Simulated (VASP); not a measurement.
Write the native input for VASP 6.6.1 that does the following.

```
Task                   : single point
Functional             : PBE
Potentials or basis    : VASP PAW PBE potentials, release 64 (Ca_sv, Pd)
Cutoff                 : 500 eV
k mesh                 : 4 × 4 × 4
Occupations            : gaussian, width 0.1 eV
Spin                   : no spin polarisation
Dipole correction      : no
Further INCAR settings : ALGO = Normal; EDIFF = 1e-06; NBANDS = 33
```

The structure of CaPd4 lies in POSCAR:

```
CaPd4
1.0
    4.4080551700      0.0000000000      0.0000000000
    0.0000000000      4.4080551700      0.0000000000
    0.0000000000      0.0000000000      4.4080551700
Ca Pd
1 4
Direct
    0.5000000000      0.5000000000      0.5000000000
    0.0000000000      0.5000000000      0.5000000000
    0.5000000000      0.0000000000      0.5000000000
    0.5000000000      0.5000000000      0.0000000000
    0.0000000000      0.0000000000      0.0000000000
```

The input as run:

INCAR

```
PREC = Accurate
ENCUT = 500
EDIFF = 1E-6
ISMEAR = 0
SIGMA = 0.1
LREAL = False
LASPH = True
NELM = 120
ALGO = Normal
ISIF = 2
LWAVE = False
LCHARG = False
GGA = PE
NBANDS = 33
GGA_COMPAT = False
```

KPOINTS

```
regular mesh
0
Gamma
  4 4 4
```

Potentials or basis: VASP PAW PBE potentials, release 64 (Ca_sv, Pd).

Command:

```console
$ cat potpaw_PBE.64/Ca_sv/POTCAR potpaw_PBE.64/Pd/POTCAR > POTCAR
$ mpirun -np 1 vasp_std > vasp.out
```

Results of the run:

| Quantity | Value |
| --- | --- |
| Pressure | 27.1 GPa |
| Band gap on the k mesh | zero (band 25 reaches 7.96 eV, above the bottom of band 26 at 6.86 eV) |

Run time: 40 s on 1 thread of Intel Xeon 8259CL, on a shared host, peak memory 0.18 GiB.
